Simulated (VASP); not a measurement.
Set up this calculation in VASP 6.6.1, as the native input.

```yaml
Task: single point
Functional: PBEsol
Potentials_or_basis: VASP PAW PBE potentials, release 64 (Co, Ti_sv)
Cutoff: 520 eV
k_mesh: 8 × 8 × 8
Occupations: fermi-dirac, width 0.05 eV
Spin: collinear spin, ferromagnetic start
Starting_moments: "[1.46667, 0.733333] μB"
Fixed_moment: 2.2 μB
Dipole_correction: no
Further_INCAR_settings: ALGO = Normal; EDIFF = 1e-07; NBANDS = 22
```

The structure of TiCo lies in POSCAR:

```
TiCo
1.0
    2.9861109900      0.0000000000      0.0000000000
    0.0000000000      2.9861109900      0.0000000000
    0.0000000000      0.0000000000      2.9861109900
Co Ti
1 1
Direct
    0.5000000000      0.5000000000      0.5000000000
    0.0000000000      0.0000000000      0.0000000000
```

One way to write it, as run:

INCAR

```
SYSTEM = TiCo
PREC     = Accurate       ! precision mode
ENCUT    = 520            ! plane-wave cutoff, eV
EDIFF    = 1E-7           ! SCF threshold, eV
ISMEAR   = -1             ! smearing method
SIGMA    = 0.05           ! smearing width, eV
LREAL    = .FALSE.        ! projectors in reciprocal space
LASPH    = .TRUE.         ! aspherical terms in the spheres
NELM     = 150            ! most SCF steps
ALGO     = Normal         ! electronic algorithm
ISIF     = 2              ! what is computed and relaxed
LWAVE    = .FALSE.        ! write WAVECAR
LCHARG   = .FALSE.        ! write CHGCAR
ISPIN    = 2              ! spin polarisation
MAGMOM   = 1.46667 0.733333 ! initial moments
LORBIT   = 11             ! projections on sites
NUPDOWN  = 2.2            ! fixed moment
LMAXMIX  = 4              ! l up to which the mixer works
GGA      = PS             ! functional
NBANDS   = 22             ! bands
```

KPOINTS

```
Automatic mesh
0
G
  8 8 8
  0 0 0
```

Potentials or basis: VASP PAW PBE potentials, release 64 (Co, Ti_sv).

Command:

```sh
$ cat potpaw_PBE.64/Co/POTCAR potpaw_PBE.64/Ti_sv/POTCAR > POTCAR
$ mpirun -np 1 vasp_std > vasp.out
```

Results of the run:

```yaml
Pressure: -1.4 GPa
Net_moment: 2.20 μB per cell
Site_moments: Co +1.51; Ti +0.49 μB
Valence_electrons_inside_the_program's_atomic_spheres: Co 8.26; Ti 10.34
```

Caveat: the PAW data sets were made with another functional, which shifts forces and pressure a little; the total moment is fixed, so each spin has its own Fermi level.

Wall time 16 s on 1 thread of Intel(R) Xeon(R) 6975P-C (Granite Rapids) (shared host), peak memory 0.16 GiB.
